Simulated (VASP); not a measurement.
# Gd (Fm-3m) in VASP: further runs, part 2 of 2

VASP 6.6.1.

## (4) Single point, PBEsol, collinear spin, ferromagnetic start

This run uses another cell than the first one, of 34.58 Å³/atom, 1.087 times its volume.

INCAR reads:

```
SYSTEM = Gd
ALGO = Normal
EDIFF = 1E-6
ENCUT = 520
GGA = PS
ISIF = 2
ISMEAR = -1
ISPIN = 2
LASPH = .True.
LCHARG = .False.
LMAXMIX = 6
LORBIT = 11
LREAL = .False.
LWAVE = .False.
MAGMOM = 9.1
NBANDS = 19
NELM = 150
PREC = Accurate
SIGMA = 0.05
```

KPOINTS reads:

```
k-points
0
Gamma
  10 10 10
  0 0 0
```

POSCAR reads:

```
Gd
1.0
    0.0000000000      2.5858190000      2.5858190000
    2.5858190000      0.0000000000      2.5858190000
    2.5858190000      2.5858190000      0.0000000000
Gd
1
Direct
    0.0000000000      0.0000000000      0.0000000000
```

Potentials or basis: VASP PAW PBE potentials, release 64 (Gd).

The run is started by

```sh
cat potpaw_PBE.64/Gd/POTCAR > POTCAR
mpirun -np 1 vasp_std > vasp.out
```

OUTCAR:

```text
SYSTEM = Gd
   EDIFF = 1E-6
   ENCUT = 520
   GGA = PS
   ISIF = 2
   ISMEAR = -1
   ISPIN = 2
   LASPH = .True.
   LORBIT = 11
   LREAL = .False.
   NELM = 150
   PREC = Accurate

 ion  position               nearest neighbor table
   1  0.000  0.000  0.000-

  LATTYP: Found a face centered cubic cell.
 ALAT       =     5.1716380000

  Lattice vectors:

 A1 = (   0.0000000000,   2.5858190000,   2.5858190000)
 A2 = (   2.5858190000,   0.0000000000,   2.5858190000)
 A3 = (   2.5858190000,   2.5858190000,   0.0000000000)

Analysis of symmetry for initial positions (statically):
=====================================================================
 Subroutine PRICEL returns:
 Original cell was already a primitive cell.

 Routine SETGRP: Setting up the symmetry group for a
 face centered cubic supercell.

 Subroutine GETGRP returns: Found 48 space group operations
 (whereof 48 operations were pure point group operations)
 out of a pool of 48 trial point group operations.

The static configuration has the point symmetry O_h .

Analysis of symmetry for dynamics (positions and initial velocities):
[... 708 lines left out ...]

 spin component 2

 k-point     1 :       0.0000    0.0000    0.0000
  band No.  band energies     occupation
      1     -39.4479      1.00000
      2     -17.3318      1.00000
      3     -17.3318      1.00000
      4     -17.3318      1.00000
      5      -1.5732      1.00000
      6       2.9066      0.01058
[... 517 lines left out ...]
     18      12.9450      0.00000
     19      14.1112      0.00000

 [... further k-points ...]

------------------------ aborting loop because EDIFF is reached ----------------------------------------

  FORCE on cell =-STRESS in cart. coord.  units (eV):
  Direction    XX          YY          ZZ          XY          YZ          ZX
  --------------------------------------------------------------------------------------
  -------------------------------------------------------------------------------------
  Total       -0.7273965     -0.7273965     -0.7273965     -0.0000000     -0.0000000      0.0000000
  in kB      -33.7021377    -33.7021377    -33.7021377     -0.0000000     -0.0000000      0.0000000
  external PRESSURE =     -33.7021377 kB  Pullay stress =       0.0000000 kB

 VOLUME and BASIS-vectors are now :
 -----------------------------------------------------------------------------
  energy-cutoff  :      520.00
  volume of cell :       34.58
      direct lattice vectors                 reciprocal lattice vectors
     0.000000000  2.585819000  2.585819000    -0.193362335  0.193362335  0.193362335
     2.585819000  0.000000000  2.585819000     0.193362335 -0.193362335  0.193362335
     2.585819000  2.585819000  0.000000000     0.193362335  0.193362335 -0.193362335

 POSITION                                       TOTAL-FORCE (eV/Angst)
 -----------------------------------------------------------------------------------
      0.00000      0.00000      0.00000        -0.000000     -0.000000     -0.000000
 -----------------------------------------------------------------------------------
    total drift:                               -0.000000     -0.000000     -0.000000

  FREE ENERGIE OF THE ION-ELECTRON SYSTEM (eV)
  ---------------------------------------------------
  free  energy   TOTEN  =       -11.9639077284 eV

  energy  without entropy=      -11.9411429240  energy(sigma->0) =      -11.95252533

 total charge

# of ion       s       p       d       f       tot
--------------------------------------------------
    1        2.070   5.545   0.553   6.999  15.167

 magnetization (x)

# of ion       s       p       d       f       tot
--------------------------------------------------
    1        0.002  -0.049   0.182   6.799   6.934
```

It took 2.3 min on 1 thread of Intel Xeon Platinum 8259CL at 2.50GHz (Skylake/Cascade Lake), shared host; peak memory 0.21 GiB.

Results:

```
Free energy                                           : -11.9639 eV
Pressure                                              : -3.4 GPa
Net moment                                            : 7.49 μB per cell
Site moments                                          : Gd +6.93 μB
Valence electrons inside the program's atomic spheres : Gd 15.17
```

Levels at points of the mesh, in eV from the Fermi level:
Spin up:
```csv
k point,band 9,band 10,band 11,band 12,band 13,band 14,band 15,band 16,band 17,band 18
"(0.00, 0.00, 0.00)",-4.81,-4.72,-4.72,-4.72,1.29,1.29,1.29,3.43,3.43,8.85
"(0.50, 0.00, 0.00)",-4.73,-4.73,-4.72,-2.44,0.71,1.14,1.14,5.02,5.02,7.40
"(0.50, 0.50, 0.00)",-4.75,-4.75,-4.73,-2.15,-1.38,2.14,5.05,5.48,5.48,7.75
```
Spin down:
```
           k point  band 2  band 3  band 4  band 5  band 6  band 7  band 8  band 9
(0.00, 0.00, 0.00)  -20.01  -20.01  -20.01   -4.25    0.23    0.40    0.40    0.40
(0.50, 0.00, 0.00)  -20.76  -20.11  -20.11   -1.59    0.25    0.41    0.41    0.44
(0.50, 0.50, 0.00)  -20.71  -20.28  -20.28   -1.44   -0.48    0.43    0.44    0.44
```

Caveat: the PAW data sets were made with another functional, which shifts forces and pressure a little; spin-orbit coupling is left out, which moves the levels of the heavy elements. The state reached can hang on the start; a lower one may exist.

## (5) Single point, PBEsol, collinear spin, ferromagnetic start

This run uses another cell than the first one, of 35.96 Å³/atom, 1.130 times its volume.

INCAR reads:

```
SYSTEM = Gd
PREC = Accurate ; ENCUT = 520
EDIFF = 1E-7 ; ISMEAR = -1
SIGMA = 0.05 ; LREAL = .FALSE.
LASPH = .TRUE. ; NELM = 150
ALGO = Normal ; ISIF = 2
LWAVE = .FALSE. ; LCHARG = .FALSE.
ISPIN = 2 ; MAGMOM = 9.1
LORBIT = 11 ; LMAXMIX = 6
GGA = PS ; NBANDS = 19
```

KPOINTS reads:

```
regular mesh
0
G
  10 10 10
  0 0 0
```

POSCAR reads:

```
Gd
1.0
    0.0000000000      2.6198468364      2.6198468364
    2.6198468364      0.0000000000      2.6198468364
    2.6198468364      2.6198468364      0.0000000000
Gd
1
Direct
    0.0000000000      0.0000000000      0.0000000000
```

Potentials or basis: VASP PAW PBE potentials, release 64 (Gd).

The run is started by

```sh
cat potpaw_PBE.64/Gd/POTCAR > POTCAR
mpirun -np 1 vasp_std > vasp.out
```

OUTCAR:

```text
SYSTEM = Gd
   PREC = Accurate
   ENCUT = 520
   EDIFF = 1E-7
   ISMEAR = -1
   LREAL = .FALSE.
   LASPH = .TRUE.
   NELM = 150
   ISIF = 2
   ISPIN = 2
   LORBIT = 11
   GGA = PS

 ion  position               nearest neighbor table
   1  0.000  0.000  0.000-

  LATTYP: Found a face centered cubic cell.
 ALAT       =     5.2396936728

  Lattice vectors:

 A1 = (   0.0000000000,   2.6198468364,   2.6198468364)
 A2 = (   2.6198468364,   0.0000000000,   2.6198468364)
 A3 = (   2.6198468364,   2.6198468364,   0.0000000000)

Analysis of symmetry for initial positions (statically):
=====================================================================
 Subroutine PRICEL returns:
 Original cell was already a primitive cell.

 Routine SETGRP: Setting up the symmetry group for a
 face centered cubic supercell.

 Subroutine GETGRP returns: Found 48 space group operations
 (whereof 48 operations were pure point group operations)
 out of a pool of 48 trial point group operations.

The static configuration has the point symmetry O_h .

Analysis of symmetry for dynamics (positions and initial velocities):
=====================================================================
 Subroutine PRICEL returns:
 Original cell was already a primitive cell.

 Routine SETGRP: Setting up the symmetry group for a
 face centered cubic supercell.

 Subroutine GETGRP returns: Found 48 space group operations
 (whereof 48 operations were pure point group operations)
 out of a pool of 48 trial point group operations.

The dynamic configuration has the point symmetry O_h .

Analysis of structural, dynamic, and magnetic symmetry:
=====================================================================
 Subroutine PRICEL returns:
 Original cell was already a primitive cell.

 Routine SETGRP: Setting up the symmetry group for a
 face centered cubic supercell.

 Subroutine GETGRP returns: Found 48 space group operations
 (whereof 48 operations were pure point group operations)
 out of a pool of 48 trial point group operations.

The overall configuration has the point symmetry O_h .

[... 131 lines left out ...]
   NGX = 13   NGY = 13   NGZ = 13

 number of electron      18.0000008 magnetization       7.5604883

 Free energy of the ion-electron system (eV)
  ---------------------------------------------------
  ext. energy  EPLUGINS =         0.00000000
  ---------------------------------------------------
  free energy    TOTEN  =       -11.93185917 eV

  energy without entropy =      -11.90712944  energy(sigma->0) =      -11.91949430

 E-fermi :   2.5091     XC(G=0):  -9.7423

 val. band max:        2.5068714407   @ k =  -0.3000   0.4000   0.2000
 cond. band min:       2.5147662660   @ k =  -0.2000   0.2000   0.0000
 fundamental gap:      0.0078948253
 Fermi energy:         2.5090845852

 spin component 1

 k-point     1 :       0.0000    0.0000    0.0000
  band No.  band energies     occupation
      1     -42.8715      1.00000
      2     -19.9813      1.00000
      3     -19.9813      1.00000
      4     -19.9813      1.00000
      5      -2.4846      1.00000
      6      -2.4052      1.00000
[... 517 lines left out ...]
     18      11.1977      0.00000
     19      12.4115      0.00000

 [... further k-points ...]

 spin component 2

 k-point     1 :       0.0000    0.0000    0.0000
  band No.  band energies     occupation
      1     -39.6774      1.00000
      2     -17.5950      1.00000
      3     -17.5950      1.00000
      4     -17.5950      1.00000
      5      -1.6647      1.00000
      6       2.7074      0.01858
[... 517 lines left out ...]
     18      12.3944      0.00000
     19      13.5607      0.00000

 [... further k-points ...]

------------------------ aborting loop because EDIFF is reached ----------------------------------------

  FORCE on cell =-STRESS in cart. coord.  units (eV):
  Direction    XX          YY          ZZ          XY          YZ          ZX
  --------------------------------------------------------------------------------------
  -------------------------------------------------------------------------------------
  Total       -0.9212947     -0.9212947     -0.9212947      0.0000000     -0.0000000      0.0000000
  in kB      -41.0441681    -41.0441681    -41.0441681      0.0000000     -0.0000000      0.0000000
  external PRESSURE =     -41.0441681 kB  Pullay stress =       0.0000000 kB

 VOLUME and BASIS-vectors are now :
 -----------------------------------------------------------------------------
  energy-cutoff  :      520.00
  volume of cell :       35.96
      direct lattice vectors                 reciprocal lattice vectors
     0.000000000  2.619846836  2.619846836    -0.190850852  0.190850852  0.190850852
     2.619846836  0.000000000  2.619846836     0.190850852 -0.190850852  0.190850852
     2.619846836  2.619846836  0.000000000     0.190850852  0.190850852 -0.190850852

 POSITION                                       TOTAL-FORCE (eV/Angst)
 -----------------------------------------------------------------------------------
      0.00000      0.00000      0.00000         0.000000      0.000000      0.000000
 -----------------------------------------------------------------------------------
    total drift:                               -0.000000     -0.000000     -0.000000

  FREE ENERGIE OF THE ION-ELECTRON SYSTEM (eV)
  ---------------------------------------------------
  free  energy   TOTEN  =       -11.9318591668 eV

  energy  without entropy=      -11.9071294372  energy(sigma->0) =      -11.91949430

 total charge

# of ion       s       p       d       f       tot
--------------------------------------------------
    1        2.068   5.548   0.532   7.005  15.153

 magnetization (x)

# of ion       s       p       d       f       tot
--------------------------------------------------
    1        0.002  -0.048   0.200   6.796   6.950
```

stdout:

```text
POSCAR found type information on POSCAR Gd
 POSCAR found :  1 types and       1 ions
 scaLAPACK will be used
 -----------------------------------------------------------------------------
|                                                                             |
|                                                                             |
|     You enforced a specific xc type in the INCAR file but a different       |
|     I HOPE YOU KNOW WHAT YOU ARE DOING!                                     |
|                                                                             |
 -----------------------------------------------------------------------------

 LDA part: xc-table for (Slater+PW92), standard interpolation
 POSCAR, INCAR and KPOINTS ok, starting setup
 FFT: planning ... GRIDC
 FFT: planning ... GRID_SOFT
 FFT: planning ... GRID
 WAVECAR not read
 entering main loop
```

Run time: 2 min. Hardware: 1 thread of Intel Xeon Platinum 8259CL at 2.50GHz (Skylake/Cascade Lake), shared host; peak memory 0.21 GiB.

Results:

- Free energy: -11.9319 eV
- Pressure: -4.1 GPa
- Net moment: 7.56 μB per cell
- Site moments: Gd +6.95 μB
- Valence electrons inside the program's atomic spheres: Gd 15.15

Levels at points of the mesh, in eV from the Fermi level:
Spin up:
```tsv
k point	band 10	band 11	band 12	band 13	band 14	band 15	band 16	band 17
(0.00, 0.00, 0.00)	-4.78	-4.78	-4.78	1.23	1.23	1.23	3.28	3.28
(0.50, 0.00, 0.00)	-4.79	-4.78	-2.42	0.56	1.10	1.10	4.79	4.79
(0.50, 0.50, 0.00)	-4.80	-4.79	-2.08	-1.33	1.93	4.82	5.22	5.22
```
Spin down:
```
           k point  band 1  band 2  band 3  band 4  band 5  band 6  band 7  band 8  band 9  band 10
(0.00, 0.00, 0.00)  -42.19  -20.10  -20.10  -20.10   -4.17    0.20    0.35    0.35    0.35     0.57
(0.50, 0.00, 0.00)  -42.13  -20.76  -20.19  -20.19   -1.51    0.22    0.37    0.37    0.38     0.51
(0.50, 0.50, 0.00)  -42.11  -20.72  -20.34  -20.34   -1.34   -0.37    0.38    0.39    0.39     0.39
```

Caveat: the PAW data sets were made with another functional, which shifts forces and pressure a little; spin-orbit coupling is left out, which moves the levels of the heavy elements.

## (6) Single point, PBEsol, collinear spin, ferromagnetic start

This run uses another cell than the first one, of 37.35 Å³/atom, 1.174 times its volume.

INCAR reads:

```
SYSTEM = Gd
PREC = Accurate
ENCUT = 520
EDIFF = 1E-7
ISMEAR = -1
SIGMA = 0.05
LREAL = .FALSE.
LASPH = .TRUE.
NELM = 150
ALGO = Normal
ISIF = 2
LWAVE = .FALSE.
LCHARG = .FALSE.
ISPIN = 2
MAGMOM = 9.1
LORBIT = 11
LMAXMIX = 6
GGA = PS
NBANDS = 19
```

KPOINTS is that of step 5.

POSCAR reads:

```
Gd
1.0
    0.0000000000      2.6530129755      2.6530129755
    2.6530129755      0.0000000000      2.6530129755
    2.6530129755      2.6530129755      0.0000000000
Gd
1
Direct
    0.0000000000      0.0000000000      0.0000000000
```

Potentials or basis: VASP PAW PBE potentials, release 64 (Gd).

The run is started by

```sh
cat potpaw_PBE.64/Gd/POTCAR > POTCAR
mpirun -np 1 vasp_std > vasp.out
```

Wall time 2.3 min (1 thread of Intel Xeon Platinum 8259CL at 2.50GHz (Skylake/Cascade Lake), shared host); peak memory 0.21 GiB.

It converged, with:

```yaml
Free_energy: -11.8941 eV
Pressure: -4.7 GPa
Net_moment: 7.63 μB per cell
Site_moments: Gd +6.96 μB
Valence_electrons_inside_the_program's_atomic_spheres: Gd 15.14
```

Levels at points of the mesh, in eV from the Fermi level:
Spin up:
```
           k point  band 9  band 10  band 11  band 12  band 13  band 14  band 15  band 16  band 17  band 18
(0.00, 0.00, 0.00)   -4.90    -4.83    -4.83    -4.83     1.18     1.18     1.18     3.15     3.15     8.48
(0.50, 0.00, 0.00)   -4.84    -4.84    -4.83    -2.39     0.43     1.07     1.07     4.58     4.58     6.63
(0.50, 0.50, 0.00)   -4.85    -4.85    -4.84    -2.00    -1.29     1.74     4.62     4.99     4.99     7.17
```
Spin down:
```
           k point  band 2  band 3  band 4  band 5  band 6  band 7  band 8  band 9
(0.00, 0.00, 0.00)  -20.19  -20.19  -20.19   -4.09    0.18    0.31    0.31    0.31
(0.50, 0.00, 0.00)  -20.77  -20.26  -20.26   -1.43    0.19    0.33    0.33    0.34
(0.50, 0.50, 0.00)  -20.73  -20.40  -20.40   -1.24   -0.27    0.33    0.35    0.35
```

Caveat: the PAW data sets were made with another functional, which shifts forces and pressure a little; spin-orbit coupling is left out, which moves the levels of the heavy elements. The state reached can hang on the start; a lower one may exist.

## (7) Overview

| cell | gap on the mesh (eV) | pressure (GPa) | moment (μB) |
| --- | --- | --- | --- |
| a = 3.557 Å, angles 60.0°, 1 atom | none | -1.3 | 7.35 |
| a = 3.607 Å, angles 60.0°, 1 atom | none | -2.3 | 7.41 |
| a = 3.657 Å, angles 60.0°, 1 atom | none | -3.4 | 7.49 |
| a = 3.705 Å, angles 60.0°, 1 atom | none | -4.1 | 7.56 |
| a = 3.752 Å, angles 60.0°, 1 atom | none | -4.7 | 7.63 |

Alike in all rows: task single point; level PBEsol; potentials or basis VASP PAW PBE potentials, release 64 (Gd); spin collinear, ferromagnetic start; k mesh 10 × 10 × 10; cutoff (eV) 520; smearing fermi-dirac 0.05 eV.

Caveats: the PAW data sets were made with another functional, which shifts forces and pressure a little; spin-orbit coupling is left out, which moves the levels of the heavy elements.

Total energies depend on the potentials used, so only differences within one code and one set of settings carry meaning.
